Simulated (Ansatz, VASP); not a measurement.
Two plane-wave programs on CoSi

The input INCAR:

```
ALGO = Normal ; EDIFF = 1E-6
ENCUT = 520 ; GGA = CA
ISIF = 2 ; ISMEAR = -1
LASPH = T ; LCHARG = F
LREAL = F ; LWAVE = F
NBANDS = 14 ; NELM = 100
PREC = Accurate ; SIGMA = 0.1
```

Contents of KPOINTS:

```
k-points
0
Gamma
  14 14 14
```

The input POSCAR:

```
CoSi
1.0
    0.0000000000      1.9691728820      1.9691728820
    1.9691728820      0.0000000000      1.9691728820
    1.9691728820      1.9691728820      0.0000000000
Co Si
1 1
Direct
    0.0000000000      0.0000000000      0.0000000000
    0.5000000000      0.5000000000      0.5000000000
```

Input for Ansatz:

```yaml
crystal:
  lattice:
    - [0.0, 1.969172882, 1.969172882]
    - [1.969172882, 0.0, 1.969172882]
    - [1.969172882, 1.969172882, 0.0]
  atoms:
    - { symbol: Co, position: [0.0, 0.0, 0.0] }
    - { symbol: Si, position: [0.5, 0.5, 0.5] }
kpoints:
  mp_grid: { grid: [14, 14, 14] }
scf:
  occupations: { method: fermi_dirac, width: 0.1 }
hamiltonian:
  xc: lda
  pseudopotentials: { kind: paw }
output:
  forces: true
  stress: true
  eigenvalues: true
  populations: true
  write_density: true
  write_potential: true
  elf: true
  volumetric_format: npy
```

Change from the starting cell: volume scaled by 0.64, PAW files.

Alike in both runs: task single point; functional LDA; k mesh 14 × 14 × 14; occupations fermi-dirac, width 0.1 eV; no spin polarisation.

|  | VASP | Ansatz |
| --- | --- | --- |
| version | VASP 6.6.1 | Ansatz 0.2.0 |
| potentials or method | VASP PAW LDA potentials, release 64 (Co, Si) | PAW with Ansatz's default frozen-core files, scalar-relativistic |
| plane-wave cutoff (eV) | 520 | 420 |
| valence electrons in the cell | 13 | 21 |

VASP gave:

```
pressure (GPa) : 221.2
```

Problem. What did Ansatz give for the same quantities?

Solution. Pressure (GPa): 215.0.

LDA's correlation is that of Perdew and Zunger in VASP and of Perdew and Wang (1992) in Ansatz. Both programs put the cell under a high pressure, so it lies far from rest at this level. VASP's potentials hold 13 valence electrons a cell and Ansatz's 21, so a difference there can come from the potentials and not from the codes.

Noted on VASP's run: the cell as given lies far from equilibrium.
